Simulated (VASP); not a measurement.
## N: single point with PBE+D3(BJ)

The system is N.

```xyz
8
Lattice="5.6760 0.0000 0.0000 0.0000 5.6760 0.0000 0.0000 0.0000 5.6760" Properties=species:S:1:pos:R:3 pbc="T T T"
N     0.3183    0.3183    0.3183
N     2.5197    5.3578    3.1563
N     3.1563    2.5197    5.3578
N     5.3578    3.1563    2.5197
N     5.3584    5.3584    5.3584
N     3.1557    0.3177    2.5203
N     2.5203    3.1557    0.3177
N     0.3177    2.5203    3.1557
```

```yaml
Program: VASP 6.6.1
Task: single point
Functional: PBE
Dispersion: D3(BJ)
Potentials_or_basis: VASP PAW PBE potentials, release 64 (N)
Cutoff: 520 eV
k_mesh: 4 × 4 × 4
Occupations: gaussian, width 0.02 eV
Spin: no spin polarisation
```

```
Pressure                   : 2.0 GPa
Largest force              : 1.754 eV/Å
Band gap on the k mesh     : 7.37 eV, indirect (least direct gap 7.40 eV)
Dispersion energy per atom : -0.053 eV
```

Forces in eV/Å, atoms in the order of the input:
```
N    1.013  1.013  1.013
N   -1.013 -1.013  1.013
N    1.013 -1.013 -1.013
N   -1.013  1.013 -1.013
N   -1.013 -1.013 -1.013
N    1.013  1.013 -1.013
N   -1.013  1.013  1.013
N    1.013 -1.013  1.013
```

Levels at points of the mesh, in eV from the valence-band top:
```tsv
k point	band 17	band 18	band 19	band 20	band 21	band 22	band 23	band 24
(0.00, 0.00, 0.00)	-0.87	-0.02	-0.02	-0.02	7.37	7.37	7.37	8.20
(0.50, 0.00, 0.00)	-0.31	-0.31	0.00	0.00	7.62	7.62	7.97	7.97
(0.50, 0.50, 0.00)	-0.16	-0.16	-0.16	-0.16	7.97	7.97	7.97	7.97
(0.50, 0.50, 0.50)	-0.22	-0.22	-0.22	-0.22	7.97	7.97	7.97	7.97
```

Wall time 60 s on 1 thread of Intel Xeon 8259CL, with other jobs on the host, peak memory 0.26 GiB.

Caveat: the standard files for N, O and F lose accuracy on very short bonds; forces of over 1 eV/Å act on the atoms, so gaps and moduli don't describe the material at rest. A k mesh can miss the band edges.
